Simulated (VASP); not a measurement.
# BaTaH5 (P4/mmm) in VASP: a series of runs

Runs on BaTaH5. Level: PBE. Tasks: relaxation of cell and atoms, single point.

Everything below comes from runs of VASP 6.6.1. Logs are shortened: lines on timing, memory, paths and dates and some standing lists are left out, and cuts for length are marked.

### 1 The cell of the first run

Symmetry: P4/mmm, No. 123, tetragonal system. Conventional cell: a = 3.370 Å, b = 3.370 Å, c = 6.922 Å, α = 90.00°, β = 90.00°, γ = 90.00°. Within 3.1 Å of Ba (site symmetry 4/mmm) lie 12 H at 2.38 to 2.90 Å. Within 2.7 Å of Ta (site symmetry 4/mmm) lie 8 H at 2.01 Å. Within 3.1 Å of H (site symmetry 4/mmm) lie 4 Ba at 2.38 Å and 8 H at 2.90 Å. Within 2.7 Å of H (site symmetry 2mm) lie 2 Ta at 2.01 Å and 5 H at 2.20 to 2.38 Å.

### 2 Relaxation of cell and atoms, PBE

Input file INCAR:

```
SYSTEM = BaTaH5
PREC     = Accurate       ! precision mode
ENCUT    = 600            ! plane-wave cutoff, eV
EDIFF    = 1E-6           ! SCF threshold, eV
ISMEAR   = 0              ! smearing method
SIGMA    = 0.1            ! smearing width, eV
LREAL    = .FALSE.        ! projectors in reciprocal space
LASPH    = .TRUE.         ! aspherical terms in the spheres
NELM     = 100            ! most SCF steps
ALGO     = Normal         ! electronic algorithm
ISIF     = 3              ! what is computed and relaxed
LWAVE    = .FALSE.        ! write WAVECAR
LCHARG   = .FALSE.        ! write CHGCAR
GGA      = PE             ! functional
IBRION   = 2              ! ionic algorithm
NSW      = 90             ! ionic steps
EDIFFG   = -0.04          ! ionic threshold
```

Input file KPOINTS:

```
regular mesh
0
G
  6 6 4
  0 0 0
```

Input file POSCAR:

```
BaTaH5
1.0
    3.3697348577      0.0000000000      0.0000000000
    0.0000000000      3.3697348577      0.0000000000
    0.0000000000      0.0000000000      6.9220690857
Ba Ta H
1 1 5
Direct
    0.0000000000      0.0000000000      0.0000000000
    0.0000000000      0.0000000000      0.5000000000
    0.5000000000      0.5000000000      0.0000000000
    0.5000000000      0.0000000000      0.6588910455
    0.0000000000      0.5000000000      0.6588910455
    0.5000000000      0.0000000000      0.3411089545
    0.0000000000      0.5000000000      0.3411089545
```

Potentials or basis: VASP PAW PBE potentials, release 64 (Ba_sv, Ta_pv, H).

Launch:

```bash
$ cat potpaw_PBE.64/Ba_sv/POTCAR potpaw_PBE.64/Ta_pv/POTCAR potpaw_PBE.64/H/POTCAR > POTCAR
$ mpirun -np 1 vasp_std > vasp.out
```

OUTCAR:

```text
SYSTEM = BaTaH5
   PREC = Accurate
   ENCUT = 600
   EDIFF = 1E-6
   ISMEAR = 0
   LREAL = .FALSE.
   LASPH = .TRUE.
   NELM = 100
   ISIF = 3
   GGA = PE
   IBRION = 2
   NSW = 90
   EDIFFG = -0.04

 ion  position               nearest neighbor table
   1  0.000  0.000  0.000-   3 2.38   3 2.38   3 2.38   3 2.38   2 3.46   2 3.46
   2  0.000  0.000  0.500-   4 2.01   5 2.01   6 2.01   7 2.01   5 2.01   7 2.01   4 2.01   6 2.01
                             1 3.46   1 3.46
   3  0.500  0.500  0.000-   1 2.38   1 2.38   1 2.38   1 2.38
   4  0.500  0.000  0.659-   2 2.01   2 2.01
   5  0.000  0.500  0.659-   2 2.01   2 2.01
   6  0.500  0.000  0.341-   2 2.01   2 2.01
   7  0.000  0.500  0.341-   2 2.01   2 2.01

  LATTYP: Found a simple tetragonal cell.
 ALAT       =     3.3697348577
 C/A-ratio  =     2.0541880528

  Lattice vectors:

 A1 = (   3.3697348577,   0.0000000000,   0.0000000000)
 A2 = (   0.0000000000,   3.3697348577,   0.0000000000)
 A3 = (   0.0000000000,   0.0000000000,   6.9220690857)

Analysis of symmetry for initial positions (statically):
=====================================================================
 Subroutine PRICEL returns:
 Original cell was already a primitive cell.

 Routine SETGRP: Setting up the symmetry group for a
 simple tetragonal supercell.

 Subroutine GETGRP returns: Found 16 space group operations
 (whereof 16 operations were pure point group operations)
 out of a pool of 16 trial point group operations.

The static configuration has the point symmetry D_4h.

Analysis of symmetry for dynamics (positions and initial velocities):
=====================================================================
 Subroutine PRICEL returns:
 Original cell was already a primitive cell.

 Routine SETGRP: Setting up the symmetry group for a
 simple tetragonal supercell.

 Subroutine GETGRP returns: Found 16 space group operations
 (whereof 16 operations were pure point group operations)
 out of a pool of 16 trial point group operations.

The dynamic configuration has the point symmetry D_4h.

[... 169 lines left out ...]

 VOLUME and BASIS-vectors are now :
 -----------------------------------------------------------------------------
  energy-cutoff  :      600.00
  volume of cell :       78.60
      direct lattice vectors                 reciprocal lattice vectors
     3.369734858  0.000000000  0.000000000     0.296759253  0.000000000  0.000000000
     0.000000000  3.369734858  0.000000000     0.000000000  0.296759253  0.000000000
     0.000000000  0.000000000  6.922069086     0.000000000  0.000000000  0.144465475

 POSITION                                       TOTAL-FORCE (eV/Angst)
 -----------------------------------------------------------------------------------
      0.00000      0.00000      0.00000        -0.000000      0.000000      0.000000
      0.00000      0.00000      3.46103        -0.000000      0.000000      0.000000
      1.68487      1.68487      0.00000        -0.000000      0.000000      0.000000
      1.68487      0.00000      4.56089        -0.000000     -0.000000     -0.004349
      0.00000      1.68487      4.56089        -0.000000     -0.000000     -0.004349
      1.68487      0.00000      2.36118         0.000000      0.000000      0.004349
      0.00000      1.68487      2.36118        -0.000000     -0.000000      0.004349
 -----------------------------------------------------------------------------------
    total drift:                               -0.000000      0.000000      0.000000

  FREE ENERGIE OF THE ION-ELECTRON SYSTEM (eV)
  ---------------------------------------------------
  free  energy   TOTEN  =       -30.6105992372 eV

  energy  without entropy=      -30.5982451873  energy(sigma->0) =      -30.60442221

--------------------------------------- Ionic step        2  -------------------------------------------

 number of electron      26.0000000 magnetization

 Free energy of the ion-electron system (eV)
  ---------------------------------------------------
  ext. energy  EPLUGINS =         0.00000000
  ---------------------------------------------------
  free energy    TOTEN  =       -30.61468845 eV

  energy without entropy =      -30.60242302  energy(sigma->0) =      -30.60855573

 E-fermi :   2.7609     XC(G=0):  -9.7887

 val. band max:        2.7452291782   @ k =   0.5000   0.3333   0.2500
 cond. band min:       2.7908883250   @ k =   0.5000   0.1667   0.5000
 fundamental gap:      0.0456591468
 Fermi energy:         2.7608568931

 k-point     1 :       0.0000    0.0000    0.0000
  band No.  band energies     occupation
      1     -32.3320      2.00000
      2     -32.3320      2.00000
      3     -32.1693      2.00000
      4     -25.3195      2.00000
      5     -10.6546      2.00000
      6      -9.3940      2.00000
[... 457 lines left out ...]
      4     -24.9853      2.00000
      5     -11.9705      2.00000
      6     -10.3109      2.00000
[... 9 lines left out ...]
     16       4.0977      0.00000
     17       4.4451      0.00000

 [... further k-points ...]
[... 5 lines left out ...]
  --------------------------------------------------------------------------------------
  -------------------------------------------------------------------------------------
  Total        0.0991726      0.0991726      0.1592707      0.0000000      0.0000000      0.0000000
  in kB        1.9977719      1.9977719      3.2084115      0.0000000      0.0000000      0.0000000
  external PRESSURE =       2.4013184 kB  Pullay stress =       0.0000000 kB

 VOLUME and BASIS-vectors are now :
 -----------------------------------------------------------------------------
  energy-cutoff  :      600.00
  volume of cell :       79.53
      direct lattice vectors                 reciprocal lattice vectors
     3.383466974  0.000000000  0.000000000     0.295554828  0.000000000  0.000000000
     0.000000000  3.383466974  0.000000000     0.000000000  0.295554828  0.000000000
    -0.000000000  0.000000000  6.947562626    -0.000000000  0.000000000  0.143935370

 POSITION                                       TOTAL-FORCE (eV/Angst)
 -----------------------------------------------------------------------------------
      3.38347      0.00000      0.00000         0.000000     -0.000000     -0.000000
      3.38347      0.00000      3.47378         0.000000     -0.000000     -0.000000
      1.69173      1.69173      0.00000         0.000000     -0.000000     -0.000000
      1.69173      3.38347      4.57748         0.000000     -0.000000     -0.038282
      3.38347      1.69173      4.57748         0.000000      0.000000     -0.038282
      1.69173      0.00000      2.37009        -0.000000     -0.000000      0.038282
      3.38347      1.69173      2.37009        -0.000000     -0.000000      0.038282
 -----------------------------------------------------------------------------------
    total drift:                                0.000000      0.000000      0.000000

  FREE ENERGIE OF THE ION-ELECTRON SYSTEM (eV)
  ---------------------------------------------------
  free  energy   TOTEN  =       -30.6146884458 eV

  energy  without entropy=      -30.6024230238  energy(sigma->0) =      -30.60855573

 reached required accuracy - stopping structural energy minimisation
```

CONTCAR:

```text
BaTaH5
   1.00000000000000
     3.3834669741589907    0.0000000000000000    0.0000000000000000
     0.0000000000000000    3.3834669741589907    0.0000000000000000
    -0.0000000000000000    0.0000000000000000    6.9475626263831449
  Ba              Ta              H
     1     1     5
Direct
     1.0000000000000000    0.0000000000000000    0.0000000000000000
     1.0000000000000000    0.0000000000000000    0.5000000000000000
     0.5000000000000000    0.5000000000000000    0.0000000000000000
     0.5000000000000000    1.0000000000000000    0.6588607382937584
     1.0000000000000000    0.5000000000000000    0.6588607382937584
     0.5000000000000000    0.0000000000000000    0.3411392617062416
     1.0000000000000000    0.5000000000000000    0.3411392617062416

  0.00000000E+00  0.00000000E+00  0.00000000E+00
  0.00000000E+00  0.00000000E+00  0.00000000E+00
  0.00000000E+00  0.00000000E+00  0.00000000E+00
  0.00000000E+00  0.00000000E+00  0.00000000E+00
  0.00000000E+00  0.00000000E+00  0.00000000E+00
  0.00000000E+00  0.00000000E+00  0.00000000E+00
  0.00000000E+00  0.00000000E+00  0.00000000E+00
```

Wall time 47 s (1 thread of AMD EPYC 7R13 (Zen 3), shared host); peak memory 0.22 GiB.

Results:

| Property | Result |
| --- | --- |
| Free energy | -30.6147 eV |
| Relaxed volume | 11.36 Å³/atom |
| Relaxed cell | a = 3.383 Å, b = 3.383 Å, c = 6.948 Å, α = 90.00°, β = 90.00°, γ = 90.00° |
| Space group after relaxing (to 0.05 Å) | P4/mmm (No. 123) |
| Energy gained by relaxing | 0.6 meV/atom |
| Ionic steps | 2 |
| Pressure after relaxing | 0.2 GPa |
| Largest force after relaxing | 0.038 eV/Å |
| Band gap on the k mesh | zero (band 13 reaches 3.15 eV, above the bottom of band 14 at 2.02 eV) |

Forces on the atoms (eV/Å):
```
Ba   0.000  0.000  0.000
Ta   0.000  0.000  0.000
H    0.000  0.000  0.000
H    0.000  0.000 -0.038
H    0.000  0.000 -0.038
H    0.000  0.000  0.038
H    0.000  0.000  0.038
```

Stress tensor (GPa, compression positive):
```
0.20 0.00 0.00
0.00 0.20 0.00
0.00 0.00 0.32
```

The path:
| step | energy change (eV) | largest force (eV/Å) | pressure (GPa) | volume (Å³) |
| --- | --- | --- | --- | --- |
| 1 | 0.0000 | 0.0043 | 1.17 | 78.60 |
| 2 | -0.0041 | 0.0383 | 0.24 | 79.53 |

Final structure:
```
Ba Ta H
1.0
     3.38347    0.00000    0.00000
     0.00000    3.38347    0.00000
     0.00000    0.00000    6.94756
Ba Ta H
1 1 5
Direct
  0.00000 0.00000 0.00000
  0.00000 0.00000 0.50000
  0.50000 0.50000 0.00000
  0.50000 0.00000 0.65886
  0.00000 0.50000 0.65886
  0.50000 0.00000 0.34114
  0.00000 0.50000 0.34114
```

Caveat: spin-orbit coupling is left out, which moves the levels of the heavy elements.

[end of part 1 of 2]
